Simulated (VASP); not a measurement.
# Li (P6_3/mmc) in VASP: a series of runs, part 2 of 2

VASP 6.6.1. Earlier steps stand in the parts before.

## Step 4: Relaxation of cell and atoms, PBEsol, target pressure 15 GPa, at which the enthalpy is minimised

File INCAR:

```
ALGO = Normal
EDIFF = 1E-7
EDIFFG = -0.002
ENCUT = 600
GGA = PS
IBRION = 2
ISIF = 3
ISMEAR = -1
LASPH = True
LCHARG = False
LREAL = False
LWAVE = False
NELM = 80
NSW = 100
PREC = Accurate
PSTRESS = 150.0
SIGMA = 0.1
```

File KPOINTS:

```
k-points
0
Gamma
  18 18 10
```

File POSCAR:

```
Li
1.0
    3.0528418645      0.0000000000      0.0000000000
   -1.5264209322      2.6438386084      0.0000000000
    0.0000000000      0.0000000000      5.0030045290
Li
2
Direct
    0.3333333333      0.6666666667      0.2500000000
    0.6666666667      0.3333333333      0.7500000000
```

Potentials or basis: VASP PAW PBE potentials, release 64 (Li_sv).

Run with:

```sh
$ cat potpaw_PBE.64/Li_sv/POTCAR > POTCAR
$ mpirun -np 1 vasp_std > vasp.out
```

OUTCAR:

```text
EDIFF = 1E-7
   EDIFFG = -0.002
   ENCUT = 600
   GGA = PS
   IBRION = 2
   ISIF = 3
   ISMEAR = -1
   LASPH = True
   LREAL = False
   NELM = 80
   NSW = 100
   PREC = Accurate
   PSTRESS = 150.0

 ion  position               nearest neighbor table
   1  0.333  0.667  0.250-
   2  0.667  0.333  0.750-

  LATTYP: Found a hexagonal cell.
 ALAT       =     3.0528418645
 C/A-ratio  =     1.6388023851

  Lattice vectors:

 A1 = (   3.0528418645,   0.0000000000,   0.0000000000)
 A2 = (  -1.5264209322,   2.6438386084,   0.0000000000)
 A3 = (   0.0000000000,   0.0000000000,   5.0030045290)

Analysis of symmetry for initial positions (statically):
=====================================================================
 Subroutine PRICEL returns:
 Original cell was already a primitive cell.

 Routine SETGRP: Setting up the symmetry group for a
 hexagonal supercell.

 Subroutine GETGRP returns: Found 24 space group operations
 (whereof 12 operations were pure point group operations)
 out of a pool of 24 trial point group operations.

The static configuration has the point symmetry D_3d.
 The point group associated with its full space group is D_6h.

Analysis of symmetry for dynamics (positions and initial velocities):
=====================================================================
[... 168 lines left out ...]
  in kB       -1.0284199     -1.0284199     -0.8973194     -0.0000000     -0.0000000      0.0000000
  external PRESSURE =    -150.9847197 kB  Pullay stress =     150.0000000 kB
[... 25 lines left out ...]
--------------------------------------- Ionic step        2  -------------------------------------------

 number of electron       6.0000004 magnetization

 E-fermi :   1.5398     XC(G=0):  -7.7743

 val. band max:        1.5337619444   @ k =   0.2778   0.1667   0.5000
 cond. band min:       1.5501677345   @ k =   0.2778   0.1111   0.4000
 fundamental gap:      0.0164057901
 Fermi energy:         1.5398181554

 k-point     1 :       0.0000    0.0000    0.0000
  band No.  band energies     occupation
      1     -43.9075      2.00000
      2     -43.8500      2.00000
      3      -2.3559      2.00000
      4       1.3573      1.72226
      5       5.5432      0.00000
      6      16.8325      0.00000
      7      16.8325      0.00000
[... 301 lines left out ...]
  energy  without entropy=       -3.5424081264  energy(sigma->0) =       -3.55585060

  enthalpy is  TOTEN    =        -1.1252288423 eV   P V=        2.4440642404

[... ionic steps 4 to 12 ...]

--------------------------------------- Ionic step       13  -------------------------------------------

 number of electron       6.0000011 magnetization

------------------------ aborting loop because EDIFF is reached ----------------------------------------
[... 71 lines left out ...]
--------------------------------------- Ionic step       15  -------------------------------------------

 number of electron       6.0000011 magnetization

 Free energy of the ion-electron system (eV)
  ---------------------------------------------------
  ext. energy  EPLUGINS =         0.00000000
  ---------------------------------------------------
  free energy    TOTEN  =        -3.45631784 eV

  energy without entropy =       -3.43002671  energy(sigma->0) =       -3.44317227

 E-fermi :   2.3103     XC(G=0):  -8.3400

 val. band max:        2.3069119663   @ k =   0.1111   0.0000   0.0000
 cond. band min:       2.3161969830   @ k =   0.2222   0.2222   0.5000
 fundamental gap:      0.0092850167
 Fermi energy:         2.3103115503

 k-point     1 :       0.0000    0.0000    0.0000
  band No.  band energies     occupation
      1     -42.9103      2.00000
      2     -42.7965      2.00000
      3      -1.7411      2.00000
      4       1.9432      1.95038
      5       7.2098      0.00000
      6      19.9085      0.00000
      7      19.9086      0.00000
[... 263 lines left out ...]
  energy  without entropy=       -3.4300267093  energy(sigma->0) =       -3.44317227

  enthalpy is  TOTEN    =        -1.1372544975 eV   P V=        2.3190633418

 reached required accuracy - stopping structural energy minimisation
```

It took 6 min on 1 thread of Intel Xeon 6975P-C, shared host; peak memory 0.19 GiB.

What came out:

```
Free energy                                            : -3.4563 eV
Relaxed volume                                         : 12.39 Å³/atom
Relaxed cell                                           : a = 2.588 Å, b = 2.588 Å, c = 4.270 Å, α = 90.00°, β = 90.00°, γ = 120.00°
Space group after relaxing (to 0.05 Å)                 : P6_3/mmc (No. 194)
Energy change on relaxing (the enthalpy is what falls) : +247.7 meV/atom
Ionic steps                                            : 15
Pressure after relaxing                                : 15.0 GPa
Band gap on the k mesh                                 : zero (band 3 reaches 5.16 eV, above the bottom of band 4 at -0.52 eV)
```

Step by step:
```
step  energy change (eV)  largest force (eV/Å)  pressure (GPa)  volume (Å³)
   1              0.0000                0.0000           -0.10        40.38
   2              0.1519                0.0000            6.17        30.25
   3              0.3825                0.0000           12.21        26.11
   4              0.5063                0.0000           15.27        24.66
   5              0.4815                0.0000           14.66        24.92
   6              0.4817                0.0000           14.67        24.92
   7              0.4821                0.0000           14.68        24.92
   8              0.4843                0.0000           14.73        24.89
   9              0.4910                0.0000           14.90        24.82
  10              0.5046                0.0000           15.23        24.67
  11              0.4953                0.0000           15.00        24.77
  12              0.4956                0.0000           15.01        24.77
  13              0.4956                0.0000           15.01        24.77
  14              0.4956                0.0000           15.01        24.77
  15              0.4955                0.0000           15.01        24.77
```

Final structure:
```
CELL_PARAMETERS angstrom
2.58812 0.00000 0.00000
-1.29406 2.24138 0.00000
0.00000 0.00000 4.27005
ATOMIC_POSITIONS crystal
Li 0.33333 0.66667 0.25000
Li 0.66667 0.33333 0.75000
```

Caveat: the cutoff is under 1.25 times the usual one of these potentials, so pressure, stress and relaxed cells hold a basis-set (Pulay) error; the cell is relaxed towards a set pressure, so the enthalpy falls and the energy may rise; the volume moved by over 15 % at a fixed basis, so the end points are rough; the PAW data sets were made with another functional, which shifts forces and pressure a little.

## Step 5: Relaxation of cell and atoms, PBEsol

This run uses another cell than the first one, of 21.34 Å³/atom, 1.057 times its volume.

File INCAR:

```
SYSTEM = Li
ALGO     = Normal         ! electronic algorithm
EDIFF    = 1E-6           ! SCF threshold, eV
EDIFFG   = -0.002         ! ionic threshold
ENCUT    = 600            ! plane-wave cutoff, eV
GGA      = PS             ! functional
IBRION   = 2              ! ionic algorithm
ISIF     = 3              ! what is computed and relaxed
ISMEAR   = -1             ! smearing method
LASPH    = .TRUE.         ! aspherical terms in the spheres
LCHARG   = .FALSE.        ! write CHGCAR
LREAL    = .FALSE.        ! projectors in reciprocal space
LWAVE    = .FALSE.        ! write WAVECAR
NELM     = 80             ! most SCF steps
NSW      = 100            ! ionic steps
PREC     = Accurate       ! precision mode
SIGMA    = 0.1            ! smearing width, eV
```

File KPOINTS:

```
k-points
0
G
  18 18 10
  0 0 0
```

File POSCAR:

```
Li
1.0
    3.1110000000      0.0000000000      0.0000000000
   -1.5555000000      2.6942050312      0.0000000000
    0.0000000000      0.0000000000      5.0930000000
Li
2
Direct
    0.3333333333      0.6666666667      0.2500000000
    0.6666666667      0.3333333333      0.7500000000
```

Potentials or basis: VASP PAW PBE potentials, release 64 (Li_sv).

Run with:

```sh
$ cat potpaw_PBE.64/Li_sv/POTCAR > POTCAR
$ mpirun -np 1 vasp_std > vasp.out
```

OUTCAR:

```text
SYSTEM = Li
   EDIFF = 1E-6
   EDIFFG = -0.002
   ENCUT = 600
   GGA = PS
   IBRION = 2
   ISIF = 3
   ISMEAR = -1
   LASPH = .TRUE.
   LREAL = .FALSE.
   NELM = 80
   NSW = 100
   PREC = Accurate

 ion  position               nearest neighbor table
   1  0.333  0.667  0.250-
   2  0.667  0.333  0.750-

  LATTYP: Found a hexagonal cell.
 ALAT       =     3.1110000000
 C/A-ratio  =     1.6370941819

  Lattice vectors:

 A1 = (   3.1110000000,   0.0000000000,   0.0000000000)
 A2 = (  -1.5555000000,   2.6942050312,   0.0000000000)
 A3 = (   0.0000000000,   0.0000000000,   5.0930000000)

Analysis of symmetry for initial positions (statically):
=====================================================================
 Subroutine PRICEL returns:
 Original cell was already a primitive cell.

 Routine SETGRP: Setting up the symmetry group for a
 hexagonal supercell.

 Subroutine GETGRP returns: Found 24 space group operations
 (whereof 12 operations were pure point group operations)
 out of a pool of 24 trial point group operations.

The static configuration has the point symmetry D_3d.
 The point group associated with its full space group is D_6h.

Analysis of symmetry for dynamics (positions and initial velocities):
=====================================================================
 Subroutine PRICEL returns:
 Original cell was already a primitive cell.

 Routine SETGRP: Setting up the symmetry group for a
 hexagonal supercell.

 Subroutine GETGRP returns: Found 24 space group operations
 (whereof 12 operations were pure point group operations)
 out of a pool of 24 trial point group operations.

The dynamic configuration has the point symmetry D_3d.
 The point group associated with its full space group is D_6h.

 Subroutine INISYM returns: Found 24 space group operations
 (whereof 12 operations are pure point group operations),
 and found     1 'primitive' translations

----------------------------------------------------------------------------------------

                                     Primitive cell

  volume of cell :      42.6879

  direct lattice vectors                    reciprocal lattice vectors
     3.111000000  0.000000000  0.000000000     0.321440051  0.185583500  0.000000000
    -1.555500000  2.694205031  0.000000000     0.000000000  0.371167000  0.000000000
     0.000000000  0.000000000  5.093000000     0.000000000  0.000000000  0.196347929

  length of vectors
     3.111000000  3.111000000  5.093000000     0.371167000  0.371167000  0.196347929

  position of ions in fractional coordinates (direct lattice)
     0.333333333  0.666666667  0.250000000
     0.666666667  0.333333333  0.750000000

  ion indices of the primitive-cell ions
   primitive index   ion index
                 1           1
                 2           2

----------------------------------------------------------------------------------------

 KPOINTS: k-points

Automatic generation of k-mesh.
[... 25 lines left out ...]
  0.111111  0.000000  0.000000      6.000000
  0.166667  0.000000  0.000000      6.000000
  0.222222  0.000000  0.000000      6.000000
  0.277778  0.000000  0.000000      6.000000
[... 16 lines left out ...]
  0.333333  0.111111  0.000000     12.000000
  0.388889  0.111111  0.000000     12.000000
 [... further k-points ...]
   k-points           NKPTS =    222   k-points in BZ     NKDIM =    222   number of bands    NBANDS=      7
   number of dos      NEDOS =    301   number of ions     NIONS =      2
   total plane-waves  NPLWV =  32928
   dimension x,y,z NGX =    28 NGY =   28 NGZ =   42
   dimension x,y,z NGXF=    56 NGYF=   56 NGZF=   84
   ions per type =               2
   NGX,Y,Z   is equivalent  to a cutoff of  14.96, 14.96, 13.71 a.u.
   NGXF,Y,Z  is equivalent  to a cutoff of  29.93, 29.93, 27.42 a.u.
 SYSTEM =  Li
   PREC   = accura    normal or accurate (medium, high low for compatibility)
   ISTART =      0    job   : 0-new  1-cont  2-samecut
   ICHARG =      2    charge: 1-file 2-atom 10-const
   ISPIN  =      1    spin polarized calculation?
   LNONCOLLINEAR =      F non collinear calculations
   LSORBIT =      F    spin-orbit coupling
   LASPH  =      T    aspherical Exc in radial PAW
   ENCUT  =  600.0 eV  44.10 Ry    6.64 a.u.   6.21  6.21 10.17*2*pi/ulx,y,z
   NELM   =     80;   NELMIN=  2; NELMDL= -5     # of ELM steps
   EDIFF  = 0.1E-05   stopping-criterion for ELM
   LREAL  =      F    real-space projection
   EDIFFG = -.2E-02   stopping-criterion for IOM
   NSW    =    100    number of steps for IOM
   IBRION =      2    ionic relax: 0-MD 1-quasi-New 2-CG
   NFREE  =      1    steps in history (QN), initial steepest desc. (CG)
   ISIF   =      3    stress and relaxation
   ISYM   =      2    0-nonsym 1-usesym 2-fastsym
   POTIM  = 0.5000    time-step for ionic-motion
   TEBEG  =    0.0;   TEEND  =   0.0 temperature during run
   PSTRESS=    0.0 pullay stress
   NELECT =       6.0000    total number of electrons
   NUPDOWN=      -1.0000    fix difference up-down
   EMIN   =  10.00;   EMAX   =-10.00  energy-range for DOS
   EFERMI =   0.00;   METHOD = LEGACY
   ISMEAR =    -1;   SIGMA  =   0.10  broadening in eV -4-tet -1-fermi 0-gaus
   EFERMI_NEDOS =   21; number of points for ismear=-14 and -15
   IALGO  =     38    algorithm
   IMIX   =      4    mixing-type and parameters
     AMIX     =   0.40;   BMIX     =  1.00
     AMIX_MAG =   1.60;   BMIX_MAG =  1.00
  volume/ion in A,a.u.               =      21.34       144.04
  Fermi-wavevector in a.u.,A,eV,Ry     =   0.851185  1.608506  9.857630  0.724515
  Thomas-Fermi vector in A             =   1.967278
   LORBIT       =      0    0 simple, 1 ext, 2 COOP (PROOUT), +10 PAW based schemes
   GGA     = PS    functional components
   LHFCALC =     F    Hartree Fock is set to
   AEXX    =    0.0000 exact exchange contribution
   IVDW    =     0    specifies the selected vdW correction
   LEPSILON=     F    determine dielectric tensor
   LRPA    =     F    only Hartree local field effects (RPA)
 conjugate gradient relaxation of ions
 non-spin polarized calculation
  energy-cutoff  :      600.00
  volume of cell :       42.69
 maximum number of plane-waves:      1448
 NGX is ok and might be reduce to    28
   NGX = 13   NGY = 13   NGZ = 21

--------------------------------------- Ionic step        1  -------------------------------------------

 number of electron       6.0000000 magnetization

 Free energy of the ion-electron system (eV)
  ---------------------------------------------------
  ext. energy  EPLUGINS =         0.00000000
  ---------------------------------------------------
  free energy    TOTEN  =        -3.94766248 eV

  energy without entropy =       -3.91579681  energy(sigma->0) =       -3.93172965

------------------------ aborting loop because EDIFF is reached ----------------------------------------

  FORCE on cell =-STRESS in cart. coord.  units (eV):
  Direction    XX          YY          ZZ          XY          YZ          ZX
  --------------------------------------------------------------------------------------
  -------------------------------------------------------------------------------------
  Total       -0.2116659     -0.2116659     -0.2058419      0.0000000      0.0000000      0.0000000
  in kB       -7.9443291     -7.9443291     -7.7257384      0.0000000      0.0000000      0.0000000
  external PRESSURE =      -7.8714655 kB  Pullay stress =       0.0000000 kB
[... 203 lines left out ...]
--------------------------------------- Ionic step        7  -------------------------------------------

 number of electron       5.9999994 magnetization

 Free energy of the ion-electron system (eV)
  ---------------------------------------------------
  ext. energy  EPLUGINS =         0.00000000
  ---------------------------------------------------
  free energy    TOTEN  =        -3.95464154 eV

  energy without entropy =       -3.92347283  energy(sigma->0) =       -3.93905719

 E-fermi :   0.6588     XC(G=0):  -7.0506

 val. band max:        0.6445829824   @ k =   0.1667   0.1667   0.3000
 cond. band min:       0.6855942959   @ k =   0.3889   0.1111   0.3000
 fundamental gap:      0.0410113136
 Fermi energy:         0.6588047126

 k-point     1 :       0.0000    0.0000    0.0000
  band No.  band energies     occupation
      1     -45.2222      2.00000
      2     -45.2022      2.00000
      3      -2.9113      2.00000
      4       0.6202      1.19053
      5       3.6081      0.00000
      6      13.2902      0.00000
      7      13.2902      0.00000
[... 221 lines left out ...]
 k-point    24 :       0.3889    0.1111    0.0000
  band No.  band energies     occupation
      1     -45.2021      2.00000
      2     -45.1957      2.00000
      3       0.3234      1.93245
      4       2.3642      0.00000
      5       4.9062      0.00000
      6       6.4481      0.00000
      7       7.3715      0.00000

 [... further k-points ...]
[... 5 lines left out ...]
  --------------------------------------------------------------------------------------
  -------------------------------------------------------------------------------------
  Total       -0.0031801     -0.0031801     -0.0025542     -0.0000000     -0.0000000      0.0000000
  in kB       -0.1273587     -0.1273587     -0.1022931     -0.0000000     -0.0000000      0.0000000
  external PRESSURE =      -0.1190035 kB  Pullay stress =       0.0000000 kB
[... 17 lines left out ...]
  FREE ENERGIE OF THE ION-ELECTRON SYSTEM (eV)
  ---------------------------------------------------
  free  energy   TOTEN  =        -3.9546415445 eV

  energy  without entropy=       -3.9234728342  energy(sigma->0) =       -3.93905719

 reached required accuracy - stopping structural energy minimisation
```

Wall time 4.5 min (1 thread of Intel Xeon 6975P-C, shared host); peak memory 0.21 GiB.

Results:

```
Free energy                            : -3.9546 eV
Relaxed volume                         : 20.00 Å³/atom
Relaxed cell                           : a = 3.043 Å, b = 3.043 Å, c = 4.988 Å, α = 90.00°, β = 90.00°, γ = 120.00°
Space group after relaxing (to 0.05 Å) : P6_3/mmc (No. 194)
Energy gained by relaxing              : 3.5 meV/atom
Ionic steps                            : 7
Pressure after relaxing                : 0.0 GPa
Band gap on the k mesh                 : zero (band 3 reaches 2.86 eV, above the bottom of band 4 at -1.80 eV)
```

Step by step:
```csv
step,energy change (eV),largest force (eV/Å),pressure (GPa),volume (Å³)
1,0.0000,0.0000,-0.79,42.69
2,-0.0028,0.0000,-0.62,42.04
3,-0.0069,0.0000,-0.06,40.15
4,-0.0070,0.0000,0.01,39.95
5,-0.0070,0.0000,-0.02,40.01
6,-0.0070,0.0000,-0.01,40.01
7,-0.0070,0.0000,-0.01,40.01
```

Final structure:
```
Li
1.0
     3.04331    0.00000    0.00000
    -1.52166    2.63559    0.00000
     0.00000    0.00000    4.98774
Li
2
Cartesian
  0.0000 1.7571 1.2469
  1.5217 0.8785 3.7408
```

Caveat: the cutoff is under 1.25 times the usual one of these potentials, so pressure, stress and relaxed cells hold a basis-set (Pulay) error; the PAW data sets were made with another functional, which shifts forces and pressure a little.

## Step 6: The runs side by side

| cell | gap on the mesh (eV) | pressure (GPa) |
| --- | --- | --- |
| relaxed to 7 GPa from a = 3.053, b = 3.053, c = 5.003 Å, angles 90.0, 90.0, 120.0°, 2 atoms | none | 7.0 |
| relaxed to 10 GPa from a = 3.053, b = 3.053, c = 5.003 Å, angles 90.0, 90.0, 120.0°, 2 atoms | none | 10.0 |
| relaxed to 15 GPa from a = 3.053, b = 3.053, c = 5.003 Å, angles 90.0, 90.0, 120.0°, 2 atoms | none | 15.0 |
| relaxed from a = 3.111, b = 3.111, c = 5.093 Å, angles 90.0, 90.0, 120.0°, 2 atoms | none | 0.0 |

Alike in all rows: task relaxation of cell and atoms; level PBEsol; potentials or basis VASP PAW PBE potentials, release 64 (Li_sv); no spin polarisation; k mesh 18 × 18 × 10; cutoff (eV) 600; smearing fermi-dirac 0.1 eV.

Caveats: the cutoff is under 1.25 times the usual one of these potentials, so pressure, stress and relaxed cells hold a basis-set (Pulay) error; the PAW data sets were made with another functional, which shifts forces and pressure a little; the cell is relaxed towards a set pressure, so the enthalpy falls and the energy may rise (some runs); the volume moved by over 15 % at a fixed basis, so the end points are rough (some runs).

Total energies depend on the potentials used, so only differences within one code and one set of settings carry meaning.
